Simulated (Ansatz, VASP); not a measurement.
# One calculation of Be5GeN2, two programs

Contents of INCAR:

```
SYSTEM = Be5GeN2
  PREC = Accurate
  ENCUT = 520
  EDIFF = 1E-7
  ISMEAR = 0
  SIGMA = 0.1
  LREAL = .FALSE.
  LASPH = .TRUE.
  NELM = 100
  ALGO = Normal
  ISIF = 2
  LWAVE = .FALSE.
  LCHARG = .FALSE.
  GGA = PE
  NBANDS = 27
```

Contents of KPOINTS:

```
Automatic mesh
0
G
  6 6 2
  0 0 0
```

Contents of POSCAR:

```
Be5GeN2
1.0
    2.7356667200      0.0000000000      0.0000000000
   -1.3678333600      2.3691568700      0.0000000000
    0.0000000000      0.0000000000      9.6138902300
Be Ge N
5 1 2
Direct
    0.0000000000      0.0000000000      0.0000000000
    0.3333333300      0.6666666700      0.1565044600
    0.0000000000      0.0000000000      0.3173842900
    0.6666666700      0.3333333300      0.6826157100
    0.3333333300      0.6666666700      0.8434955400
    0.3333333300      0.6666666700      0.5000000000
    0.6666666700      0.3333333300      0.2369443700
    0.0000000000      0.0000000000      0.7630556300
```

Input for Ansatz:

```yaml
crystal:
  lattice:
    - [2.73566672, 0.0, 0.0]
    - [-1.36783336, 2.36915687, 0.0]
    - [0.0, 0.0, 9.61389023]
  atoms:
    - { symbol: Be, position: [0.0, 0.0, 0.0] }
    - { symbol: Be, position: [0.33333333, 0.66666667, 0.15650446] }
    - { symbol: Be, position: [0.0, 0.0, 0.31738429] }
    - { symbol: Be, position: [0.66666667, 0.33333333, 0.68261571] }
    - { symbol: Be, position: [0.33333333, 0.66666667, 0.84349554] }
    - { symbol: Ge, position: [0.33333333, 0.66666667, 0.5] }
    - { symbol: "N", position: [0.66666667, 0.33333333, 0.23694437] }
    - { symbol: "N", position: [0.0, 0.0, 0.76305563] }
basis:
  ecutwfc: 420
kpoints:
  mp_grid: { grid: [6, 6, 2] }
hamiltonian:
  xc: pbe
scf:
  occupations: { method: gaussian, width: 0.1 }
  lower_state_search: "off"
output:
  forces: true
  stress: true
  eigenvalues: true
```

Alike in both runs: task single point; functional PBE; k mesh 6 × 6 × 2; occupations gaussian, width 0.1 eV; no spin polarisation.

|  | VASP | Ansatz |
| --- | --- | --- |
| version | VASP 6.6.1 | Ansatz 0.2.0 |
| potentials or method | VASP PAW PBE potentials, release 64 (Be, Ge_d, N), cutoff 520 eV | scalar-relativistic, plane waves, PAW |
| valence electrons in the cell | 34 | 34 |

|  | VASP | Ansatz | Ansatz less VASP |
| --- | --- | --- | --- |
| gap on the k mesh at the Fermi level (eV) | none | none | - |
| pressure (GPa) | 18.3 | 18.1 | -0.25 |
| traceless stress, the component that is largest in VASP (GPa) | 13.22 | 13.34 | +0.116 |
| rms of the force components (eV/Å) | 0.649 | 0.652 | +0.0028 |

Atom by atom the forces differ by 0.008 eV/Å (rms over components). A gap of «none» marks a metal or a gap that the smearing closes.

The k mesh is coarse, so the values compare programs but aren't converged.
